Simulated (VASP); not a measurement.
A run of VASP 6.6.1 is set up as follows.

POSCAR

```
Nb
1.0
   -1.6521519813      1.6521519813      1.6521519813
    1.6521519813     -1.6521519813      1.6521519813
    1.6521519813      1.6521519813     -1.6521519813
Nb
1
Direct
    0.0000000000      0.0000000000      0.0000000000
```

INCAR.step1

```
PREC = Accurate
ENCUT = 520
ISMEAR = 0
SIGMA = 0.05
LREAL = False
LASPH = True
NELM = 60
NBANDS = 12
GGA = PE
ALGO = Normal
EDIFF = 1E-4
LWAVE = True
LCHARG = False
```

Contents of INCAR.step2:

```
PREC = Accurate
ENCUT = 520
EDIFF = 1E-6
ISMEAR = 0
SIGMA = 0.05
LREAL = False
LASPH = True
NELM = 60
ALGO = Normal
ISIF = 2
LWAVE = False
LCHARG = True
METAGGA = R2SCAN
LMIXTAU = True
LELF = True
LVHAR = True
NBANDS = 12
ISTART = 1
```

File KPOINTS:

```
regular mesh
0
Gamma
  18 18 18
```

Potentials or basis: VASP PAW PBE potentials, release 64 (Nb_sv).

Command:

```console
$ cat potpaw_PBE.64/Nb_sv/POTCAR > POTCAR
$ cp INCAR.step1 INCAR
$ mpirun -np 1 vasp_std > vasp.out
$ cp INCAR.step2 INCAR
$ mpirun -np 1 vasp_std > vasp.out
```

(1) Predict the pressure.

Results:

(1) -0.2 GPa.

Caveat: the PAW data sets were made with another functional, which shifts forces and pressure a little.
